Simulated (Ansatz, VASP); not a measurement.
## KCl: VASP beside Ansatz

The input INCAR:

```
SYSTEM = KCl
PREC     = Accurate       ! precision mode
ENCUT    = 520            ! plane-wave cutoff, eV
EDIFF    = 1E-6           ! SCF threshold, eV
ISMEAR   = -1             ! smearing method
SIGMA    = 0.05           ! smearing width, eV
LREAL    = .False.        ! projectors in reciprocal space
LASPH    = .True.         ! aspherical terms in the spheres
NELM     = 100            ! most SCF steps
ALGO     = Normal         ! electronic algorithm
ISIF     = 2              ! what is computed and relaxed
LWAVE    = .False.        ! write WAVECAR
LCHARG   = .False.        ! write CHGCAR
NBANDS   = 15             ! bands
```

File KPOINTS:

```
Automatic mesh
0
Gamma
  7 7 7
  0 0 0
```

Contents of POSCAR:

```
KCl
1.0
    3.8391960000      0.0000000000      0.0000000000
    0.0000000000      3.8391960000      0.0000000000
    0.0000000000      0.0000000000      3.8391960000
K Cl
1 1
Direct
    0.0000000000      0.0000000000      0.0000000000
    0.5000000000      0.5000000000      0.5000000000
```

File input.yaml:

```yaml
crystal:
  lattice:
    - [3.839196, 0.0, 0.0]
    - [0.0, 3.839196, 0.0]
    - [0.0, 0.0, 3.839196]
  atoms:
    - { symbol: K, position: [0.0, 0.0, 0.0] }
    - { symbol: Cl, position: [0.5, 0.5, 0.5] }
kpoints:
  mp_grid: { grid: [7, 7, 7] }
scf:
  occupations: { method: fermi_dirac, width: 0.05 }
hamiltonian:
  xc: lda
  pseudopotentials: { kind: all_electron, lapw: { basis_error: 0.001 } }
output:
  forces: true
  stress: true
  eigenvalues: true
```

Alike in both runs: task single point; functional LDA; k mesh 7 × 7 × 7; occupations fermi-dirac, width 0.05 eV; no spin polarisation.

|  | VASP | Ansatz |
| --- | --- | --- |
| version | VASP 6.6.1 | Ansatz 0.2.0 |
| potentials or method | VASP PAW LDA potentials, release 64 (K_sv, Cl), cutoff 520 eV | all-electron LAPW, scalar-relativistic |

Ansatz gave:

- gap on the k mesh at the Fermi level (eV): 4.39
- least direct gap on the mesh (eV): 4.57
- pressure (GPa): -3.1

Task: What did VASP give for the same quantities?

Result: gap on the k mesh at the Fermi level (eV): 4.39; least direct gap on the mesh (eV): 4.58; pressure (GPa): -3.1.

LDA's correlation is that of Perdew and Zunger in VASP and of Perdew and Wang (1992) in Ansatz. Ansatz ran all-electron here, and VASP with PAW potentials.
